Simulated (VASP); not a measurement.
Input of a VASP 6.6.1 run:

File INCAR:

```
SYSTEM = PbO2
PREC = Accurate
ENCUT = 600
EDIFF = 1E-6
ISMEAR = 0
SIGMA = 0.1
LREAL = .False.
LASPH = .True.
NELM = 120
ALGO = Normal
ISIF = 2
LWAVE = .False.
LCHARG = .False.
GGA = PE
NBANDS = 20
GGA_COMPAT = .False.
```

The input KPOINTS:

```
Automatic mesh
0
Gamma
  6 6 6
  0 0 0
```

File POSCAR:

```
PbO2
1.0
    0.0000000000      2.6154905458      2.6154905458
    2.6154905458      0.0000000000      2.6154905458
    2.6154905458      2.6154905458      0.0000000000
Pb O
1 2
Direct
    0.0000000000      0.0000000000      0.0000000000
    0.2500000000      0.2500000000      0.2500000000
    0.7500000000      0.7500000000      0.7500000000
```

Potentials or basis: VASP PAW PBE potentials, release 64 (Pb_d, O).

Run with:

```bash
$ cat potpaw_PBE.64/Pb_d/POTCAR potpaw_PBE.64/O/POTCAR > POTCAR
$ mpirun -np 1 vasp_std > vasp.out
```

Q: What does it give for the pressure?

A: 17.0 GPa.

Q: Estimate the band gap on the k mesh.

A: Zero (band 13 reaches 6.94 eV, above the bottom of band 14 at 5.54 eV).

Caveat: spin-orbit coupling is left out, which moves the levels of the heavy elements.
